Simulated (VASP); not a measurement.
# PbSe in VASP: a series of runs, part 2 of 2

VASP 6.6.1.

**4. Electric field gradients, PBE (atom 2 (Se) moved by [0.028868, 0.028868, 0.028868] A)**

File INCAR:

```
PREC = Accurate ; ENCUT = 520
EDIFF = 1E-8 ; ISMEAR = -1
SIGMA = 0.01 ; LREAL = F
LASPH = T ; NELM = 100
ALGO = Normal ; ISIF = 2
LWAVE = F ; LCHARG = F
GGA = PE ; LEFG = T
NBANDS = 17
```

File KPOINTS:

```
Automatic mesh
0
Gamma
  9 9 9
```

File POSCAR:

```
PbSe
1.0
    0.0000000000      3.0621500000      3.0621500000
    3.0621500000      0.0000000000      3.0621500000
    3.0621500000      3.0621500000      0.0000000000
Pb Se
1 1
Direct
    0.0000000000      0.0000000000      0.0000000000
    0.5047136816      0.5047136816      0.5047136816
```

Potentials or basis: VASP PAW PBE potentials, release 64 (Pb_d, Se).

Launch:

```
$ cat potpaw_PBE.64/Pb_d/POTCAR potpaw_PBE.64/Se/POTCAR > POTCAR
$ mpirun -np 1 vasp_std > vasp.out
```

OUTCAR:

```text
PREC = Accurate
   ENCUT = 520
   EDIFF = 1E-8
   ISMEAR = -1
   LREAL = F
   LASPH = T
   NELM = 100
   ISIF = 2
   GGA = PE

 ion  position               nearest neighbor table
   1  0.000  0.000  0.000-   2 3.03   2 3.03   2 3.03   2 3.09   2 3.09   2 3.09
   2  0.505  0.505  0.505-   1 3.03   1 3.03   1 3.03   1 3.09   1 3.09   1 3.09

  LATTYP: Found a face centered cubic cell.
 ALAT       =     6.1243000000

  Lattice vectors:

 A1 = (   0.0000000000,   3.0621500000,   3.0621500000)
 A2 = (   3.0621500000,   0.0000000000,   3.0621500000)
 A3 = (   3.0621500000,   3.0621500000,   0.0000000000)

Analysis of symmetry for initial positions (statically):
=====================================================================
 Subroutine PRICEL returns:
 Original cell was already a primitive cell.

 Routine SETGRP: Setting up the symmetry group for a
 face centered cubic supercell.

 Subroutine GETGRP returns: Found  6 space group operations
 (whereof  6 operations were pure point group operations)
 out of a pool of 48 trial point group operations.

The static configuration has the point symmetry C_3v.

Analysis of symmetry for dynamics (positions and initial velocities):
=====================================================================
 Subroutine PRICEL returns:
 Original cell was already a primitive cell.

 Routine SETGRP: Setting up the symmetry group for a
 face centered cubic supercell.

 Subroutine GETGRP returns: Found  6 space group operations
 (whereof  6 operations were pure point group operations)
 out of a pool of 48 trial point group operations.

The dynamic configuration has the point symmetry C_3v.

 Subroutine INISYM returns: Found  6 space group operations
[... 149 lines left out ...]
 Fermi energy:         5.1297827028

 k-point     1 :       0.0000    0.0000    0.0000
  band No.  band energies     occupation
      1     -11.7824      2.00000
      2     -11.7822      2.00000
      3     -11.7822      2.00000
      4     -11.7784      2.00000
      5     -11.7784      2.00000
      6      -8.5341      2.00000
[... 457 lines left out ...]
      4     -11.7569      2.00000
      5     -11.7546      2.00000
      6      -7.6308      2.00000
[... 9 lines left out ...]
     16      15.2662      0.00000
     17      15.7812      0.00000

 [... further k-points ...]
[... 5 lines left out ...]
  --------------------------------------------------------------------------------------
  -------------------------------------------------------------------------------------
  Total        0.8434856      0.8434856      0.8434856      0.0025587      0.0025587      0.0025587
  in kB       23.5330847     23.5330847     23.5330847      0.0713869      0.0713869      0.0713869
  external PRESSURE =      23.5330847 kB  Pullay stress =       0.0000000 kB

 VOLUME and BASIS-vectors are now :
 -----------------------------------------------------------------------------
  energy-cutoff  :      520.00
  volume of cell :       57.43
      direct lattice vectors                 reciprocal lattice vectors
     0.000000000  3.062150000  3.062150000    -0.163283967  0.163283967  0.163283967
     3.062150000  0.000000000  3.062150000     0.163283967 -0.163283967  0.163283967
     3.062150000  3.062150000  0.000000000     0.163283967  0.163283967 -0.163283967

 POSITION                                       TOTAL-FORCE (eV/Angst)
 -----------------------------------------------------------------------------------
      0.00000      0.00000      0.00000         0.019955      0.019955      0.019955
      3.09102      3.09102      3.09102        -0.019955     -0.019955     -0.019955
 -----------------------------------------------------------------------------------
    total drift:                               -0.000001     -0.000001     -0.000001

  FREE ENERGIE OF THE ION-ELECTRON SYSTEM (eV)
  ---------------------------------------------------
  free  energy   TOTEN  =        -8.1786983847 eV

  energy  without entropy=       -8.1786983847  energy(sigma->0) =       -8.17869838

 Electric field gradients (V/A^2)
---------------------------------------------------------------------
 ion       V_xx      V_yy      V_zz      V_xy      V_xz      V_yz
---------------------------------------------------------------------
   1       0.000    -0.000    -0.000     0.067     0.067     0.067
   2       0.000    -0.000    -0.000    -0.341    -0.341    -0.341
---------------------------------------------------------------------

 Electric field gradients after diagonalization (V/A^2)
 (convention: |V_zz| > |V_xx| > |V_yy|)
----------------------------------------------------------------------
 ion       V_xx      V_yy      V_zz     asymmetry (V_yy - V_xx)/ V_zz
----------------------------------------------------------------------
   1      -0.067    -0.067     0.134       0.000
   2       0.341     0.341    -0.681       0.000
----------------------------------------------------------------------

           NMR quadrupolar parameters

 Cq : quadrupolar parameter    Cq=e*Q*V_zz/h
 eta: asymmetry parameters     (V_yy - V_xx)/ V_zz
 Q  : nuclear electric quadrupole moment in mb (millibarn)
----------------------------------------------------------------------
 ion       Cq(MHz)       eta       Q (mb)
----------------------------------------------------------------------
   1       0.000       0.000       1.000
   2      -0.002       0.000       1.000
----------------------------------------------------------------------
```

OSZICAR:

```text
N       E                     dE             d eps       ncg     rms          rms(c)
DAV:   1     0.156587080990E+03    0.15659E+03   -0.96214E+03  2890   0.121E+03
DAV:   2     0.318231555777E+01   -0.15340E+03   -0.14819E+03  3066   0.306E+02
DAV:   3    -0.819527182570E+01   -0.11378E+02   -0.11264E+02  3758   0.889E+01
DAV:   4    -0.845841336215E+01   -0.26314E+00   -0.26297E+00  3511   0.151E+01
DAV:   5    -0.846740662311E+01   -0.89933E-02   -0.89928E-02  4122   0.273E+00    0.277E+00
DAV:   6    -0.818035468034E+01    0.28705E+00   -0.70609E-01  4404   0.577E+00    0.157E+00
DAV:   7    -0.817565626292E+01    0.46984E-02   -0.12082E-01  3563   0.167E+00    0.858E-01
DAV:   8    -0.817908328609E+01   -0.34270E-02   -0.13267E-02  3510   0.125E+00    0.164E-01
DAV:   9    -0.817862425351E+01    0.45903E-03   -0.28115E-03  4449   0.517E-01    0.514E-02
DAV:  10    -0.817869086255E+01   -0.66609E-04   -0.22897E-04  3455   0.863E-02    0.186E-02
DAV:  11    -0.817869833347E+01   -0.74709E-05   -0.57746E-05  3719   0.761E-02    0.867E-03
DAV:  12    -0.817869831754E+01    0.15928E-07   -0.31631E-06  3803   0.124E-02    0.219E-03
DAV:  13    -0.817869836197E+01   -0.44429E-07   -0.12616E-07  3586   0.327E-03    0.863E-04
DAV:  14    -0.817869838142E+01   -0.19444E-07   -0.11483E-07  3292   0.228E-03    0.238E-04
DAV:  15    -0.817869838472E+01   -0.33028E-08   -0.32655E-09  2962   0.359E-04
   1 F= -.81786984E+01 E0= -.81786984E+01  d E =-.264173E-13
```

stdout:

```text
POSCAR found type information on POSCAR PbSe
 POSCAR found :  2 types and       2 ions
 scaLAPACK will be used
 LDA part: xc-table for (Slater+PW92), standard interpolation
 POSCAR, INCAR and KPOINTS ok, starting setup
 FFT: planning ... GRIDC
 FFT: planning ... GRID_SOFT
 FFT: planning ... GRID
 WAVECAR not read
 entering main loop
ion   1

ion   2
```

It took 27 s on 1 thread of Intel Xeon 6975P-C (Granite Rapids), shared host; peak memory 0.23 GiB.

What came out:

```
Free energy   : -8.1787 eV
Pressure      : 2.4 GPa
Largest force : 0.035 eV/Å
```

Forces in eV/Å, atoms in the order of the input:
```
Pb   0.020  0.020  0.020
Se  -0.020 -0.020 -0.020
```

Levels at points of the mesh, in eV from the Fermi level:
| k point | band 6 | band 7 | band 8 | band 9 | band 10 | band 11 | band 12 | band 13 | band 14 | band 15 |
| --- | --- | --- | --- | --- | --- | --- | --- | --- | --- | --- |
| (0.00, 0.00, 0.00) | -13.66 | -6.38 | -1.95 | -1.95 | -1.95 | 4.61 | 4.63 | 4.63 | 6.45 | 6.45 |

Electric field gradients, principal values (V/Å²):
| atom | least | middle | greatest (by size) |
| --- | --- | --- | --- |
| 1 Pb | -0.067 | -0.067 | 0.134 |
| 2 Se | 0.341 | 0.341 | -0.681 |

Caveat: the cell differs from its parent crystal (atom 2 (Se) moved by [0.028868, 0.028868, 0.028868] A); this odd mesh misses L, where the gap lies, so gap, dielectric constants and Born charges aren't listed; without QUAD_EFG the Cq values of the log hold for a quadrupole moment of 1 mb, not for the nuclei; spin-orbit coupling is left out, which moves the levels of the heavy elements.

**5. The runs side by side**

```tsv
cell	pressure (GPa)
a = 4.388 Å, angles 60.0°, 2 atoms	0.3
a = 4.267 Å, angles 62.0°, 2 atoms	2.3
a = 4.331 Å, angles 60.0°, 2 atoms	2.4
```

Alike in all rows: task electric field gradients; level PBE; potentials or basis VASP PAW PBE potentials, release 64 (Pb_d, Se); no spin polarisation; k mesh 9 × 9 × 9; cutoff (eV) 520; smearing fermi-dirac 0.01 eV.

Caveats: spin-orbit coupling is left out, which moves the levels of the heavy elements.

Total energies depend on the potentials used, so only differences within one code and one set of settings carry meaning.
